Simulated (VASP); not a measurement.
Runs of VASP 6.6.1 on CaSn3Se4. The structure is that of space group Pm-3m (No. 221), or close to it. The cells are those of the table. 

```csv
level,cell,gap on the mesh (eV),pressure (GPa)
PBE,"a = 6.004 Å, 8 atoms",none,1.0
PBE,"a = 6.102 Å, 8 atoms",none,-1.3
PBE,"a = 6.042 Å, 8 atoms",none,(b)
PBE,"a = 6.160 Å, 8 atoms",none,-2.4
r2SCAN,"a = 5.881 Å, 8 atoms",none,(a)
```

Alike in all rows: task single point; potentials or basis VASP PAW PBE potentials, release 64 (Sn_d, Se, Ca_sv); no spin polarisation; k mesh 4 × 4 × 4; cutoff (eV) 520; smearing fermi-dirac 0.02 eV.

Question: Estimate the missing entries.

Answer: (a) 3.7; (b) 0.0.

Caveats: spin-orbit coupling is left out, which moves the levels of the heavy elements; the PAW data sets were made with another functional, which shifts forces and pressure a little (some runs).

A k mesh can miss the band edges, and the runs leave out spin-orbit coupling on Se, Sn.

A gap of «none» marks levels without a gap at the run's occupations.
